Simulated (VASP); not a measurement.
Here is a VASP 6.6.1 calculation.

File INCAR:

```
  PREC = Accurate
  ENCUT = 500
  EDIFF = 1E-6
  ISMEAR = -1
  SIGMA = 0.1
  LREAL = False
  LASPH = True
  NELM = 120
  ALGO = Normal
  ISIF = 2
  LWAVE = False
  LCHARG = False
  GGA = PE
  NBANDS = 11
  GGA_COMPAT = False
```

Contents of KPOINTS:

```
Automatic mesh
0
Gamma
  12 12 12
```

File POSCAR:

```
Pt
1.0
    0.0000000000      1.9850000000      1.9850000000
    1.9850000000      0.0000000000      1.9850000000
    1.9850000000      1.9850000000      0.0000000000
Pt
1
Direct
    0.0000000000      0.0000000000      0.0000000000
```

Potentials or basis: VASP PAW PBE potentials, release 64 (Pt).

Command:

```bash
$ cat potpaw_PBE.64/Pt/POTCAR > POTCAR
$ mpirun -np 1 vasp_std > vasp.out
```

**Question.** What does it give for the band gap on the k mesh?

**Answer.** Zero (band 5 reaches 11.04 eV, above the bottom of band 6 at 8.95 eV).

**Question.** What does it give for the pressure?

**Answer.** 0.0 GPa.

Caveat: spin-orbit coupling is left out, which moves the levels of the heavy elements.
